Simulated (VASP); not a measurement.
Set up this calculation in VASP 6.6.1, as the native input.

| Item | Value |
| --- | --- |
| Task | single point |
| Functional | PBE |
| Potentials or basis | VASP PAW PBE potentials, release 64 (Te, Pb_d) |
| Cutoff | 520 eV |
| k mesh | 10 × 10 × 10 |
| Occupations | fermi-dirac, width 0.03 eV |
| Spin | no spin polarisation |
| Dipole correction | no |
| Further INCAR settings | ALGO = Normal; EDIFF = 1e-07; NBANDS = 17 |

The structure of TePb lies in POSCAR:

```
TePb
1.0
    0.0000000000      3.1722945164      3.1722945164
    3.1722945164      0.0000000000      3.1722945164
    3.1722945164      3.1722945164      0.0000000000
Te Pb
1 1
Direct
    0.5000000000      0.5000000000      0.5000000000
    0.0000000000      0.0000000000      0.0000000000
```

This cell differs from its parent crystal: volume scaled by 0.95.

These files were run (other wordings do the same):

INCAR

```
SYSTEM = TePb
PREC = Accurate
ENCUT = 520
EDIFF = 1E-7
ISMEAR = -1
SIGMA = 0.03
LREAL = .False.
LASPH = .True.
NELM = 100
ALGO = Normal
ISIF = 2
LWAVE = .False.
LCHARG = .False.
GGA = PE
NBANDS = 17
```

KPOINTS

```
Automatic mesh
0
Gamma
  10 10 10
  0 0 0
```

Potentials or basis: VASP PAW PBE potentials, release 64 (Te, Pb_d).

Run with:

```bash
$ cat potpaw_PBE.64/Te/POTCAR potpaw_PBE.64/Pb_d/POTCAR > POTCAR
$ mpirun -np 1 vasp_std > vasp.out
```

Results of the run:

```
Pressure               : 5.1 GPa
Band gap on the k mesh : 0.61 eV, direct
```

Caveat: spin-orbit coupling is left out, which moves the levels of the heavy elements.

Run time: 47 s on 1 thread of Intel(R) Xeon(R) Platinum 8488C (Sapphire Rapids), on a shared host, peak memory 0.23 GiB.
